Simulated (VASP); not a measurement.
Wanted: the native input for a VASP 6.6.1 run.

```yaml
Task: single point
Functional: PBE
Potentials_or_basis: VASP PAW PBE potentials, release 64 (Hf_pv, O)
Cutoff: 520 eV
k_mesh: 8 × 8 × 12
Occupations: gaussian, width 0.1 eV
Spin: no spin polarisation
Dipole_correction: no
Further_INCAR_settings: ALGO = Normal; EDIFF = 1e-06; NBANDS = 35
```

The structure of Hf2O lies in POSCAR:

```
Hf2O
1.0
    5.1048171604      0.0000000000      0.0000000000
    0.0000000000      5.7382330647      0.0000000000
    0.0000000000      0.0000000000      3.1800226166
Hf O
4 2
Direct
    0.2360026999      0.3407265709      0.0000000000
    0.7639973001      0.6592734291      0.0000000000
    0.7360026999      0.1592734291      0.5000000000
    0.2639973001      0.8407265709      0.5000000000
    0.0000000000      0.0000000000      0.0000000000
    0.5000000000      0.5000000000      0.5000000000
```

The input as run:

INCAR

```
SYSTEM = Hf2O
PREC     = Accurate       ! precision mode
ENCUT    = 520            ! plane-wave cutoff, eV
EDIFF    = 1E-6           ! SCF threshold, eV
ISMEAR   = 0              ! smearing method
SIGMA    = 0.1            ! smearing width, eV
LREAL    = .FALSE.        ! projectors in reciprocal space
LASPH    = .TRUE.         ! aspherical terms in the spheres
NELM     = 100            ! most SCF steps
ALGO     = Normal         ! electronic algorithm
ISIF     = 2              ! what is computed and relaxed
LWAVE    = .FALSE.        ! write WAVECAR
LCHARG   = .FALSE.        ! write CHGCAR
GGA      = PE             ! functional
NBANDS   = 35             ! bands
```

KPOINTS

```
Automatic mesh
0
G
  8 8 12
  0 0 0
```

Potentials or basis: VASP PAW PBE potentials, release 64 (Hf_pv, O).

Run with:

```console
$ cat potpaw_PBE.64/Hf_pv/POTCAR potpaw_PBE.64/O/POTCAR > POTCAR
$ mpirun -np 1 vasp_std > vasp.out
```

Results of the run:

The pressure is -1.6 GPa, the largest force is 0.042 eV/Å and the band gap on the k mesh is zero (bands 26 and 27 overlap by 0.78 eV).

Caveat: spin-orbit coupling is left out, which moves the levels of the heavy elements.

Run time: 11 min on 1 thread of Intel Xeon 8259CL, with other jobs on the host, peak memory 0.53 GiB.
